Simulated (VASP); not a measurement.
Write the native input for VASP 6.6.1 that does the following.

```yaml
Task: single point
Functional: r2SCAN
Potentials_or_basis: VASP PAW PBE potentials, release 64 (Al, N)
Cutoff: 520 eV
k_mesh: 10 × 10 × 10
Occupations: gaussian, width 0.01 eV
Spin: no spin polarisation
Dipole_correction: no
Further_INCAR_settings: ALGO = Normal; EDIFF = 1e-06; NBANDS = 11
```

Crystal: AlN.

```
Al N
1.0
     0.01009    2.01887    2.01887
     2.01887    0.01009    2.01887
     2.02896    2.02896    0.00000
Al N
1 1
Cartesian
  0.0000 0.0000 0.0000
  2.0290 2.0290 2.0189
```

This cell differs from its parent crystal: shear xy strain +1.0%.

One way to write it, as run:

POSCAR

```
AlN
1.0
    0.0100943423      2.0188684513      2.0188684513
    2.0188684513      0.0100943423      2.0188684513
    2.0289627935      2.0289627935     -0.0000000001
Al N
1 1
Direct
    0.0000000000      0.0000000000      0.0000000000
    0.5000000000      0.5000000000      0.5000000000
```

INCAR.step1

```
SYSTEM = AlN
  PREC = Accurate
  ENCUT = 520
  ISMEAR = 0
  SIGMA = 0.01
  LREAL = .False.
  LASPH = .True.
  NELM = 100
  NBANDS = 11
  GGA = PE
  ALGO = Normal
  EDIFF = 1E-4
  LWAVE = .True.
  LCHARG = .False.
```

INCAR.step2

```
SYSTEM = AlN
  PREC = Accurate
  ENCUT = 520
  EDIFF = 1E-6
  ISMEAR = 0
  SIGMA = 0.01
  LREAL = .False.
  LASPH = .True.
  NELM = 100
  ALGO = Normal
  ISIF = 2
  LWAVE = .False.
  LCHARG = .False.
  METAGGA = R2SCAN
  LMIXTAU = .True.
  NBANDS = 11
  ISTART = 1
```

KPOINTS

```
regular mesh
0
Gamma
  10 10 10
  0 0 0
```

Potentials or basis: VASP PAW PBE potentials, release 64 (Al, N).

Run with:

```bash
$ cat potpaw_PBE.64/Al/POTCAR potpaw_PBE.64/N/POTCAR > POTCAR
$ cp INCAR.step1 INCAR
$ mpirun -np 1 vasp_std > vasp.out
$ cp INCAR.step2 INCAR
$ mpirun -np 1 vasp_std > vasp.out
```

It gave:

The pressure is -0.8 GPa. The band gap on the k mesh is 5.40 eV (least direct gap 6.50 eV).

Caveat: the cell differs from its parent crystal (shear xy strain +1.0%); the structure was generated, so it needn't be the stable form of AlN; the PAW data sets were made with another functional, which shifts forces and pressure a little.

It took 46 s on 1 thread of Intel(R) Xeon(R) Platinum 8488C (Sapphire Rapids) (shared host), peak memory 0.16 GiB.
